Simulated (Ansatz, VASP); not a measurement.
## One calculation of P, two programs

```
CELL_PARAMETERS angstrom
0.00000 1.89865 1.89865
1.89865 0.00000 1.89865
1.89865 1.89865 0.00000
ATOMIC_POSITIONS crystal
P 0.00000 0.00000 0.00000
```

Change from the starting cell: volume scaled by 0.9405.

Alike in both runs: task single point; functional PBE; k mesh 20 × 20 × 20; occupations fermi-dirac, width 0.05 eV; no spin polarisation.

|  | VASP | Ansatz |
| --- | --- | --- |
| version | VASP 6.6.1 | Ansatz 0.2.0 |
| potentials or method | VASP PAW PBE potentials, release 64 (P), cutoff 520 eV | all-electron LAPW, scalar-relativistic |

```tsv
	VASP	Ansatz	Ansatz less VASP
pressure (GPa)	6.0	6.3	+0.30
```

Ansatz ran all-electron here, and VASP with PAW potentials.
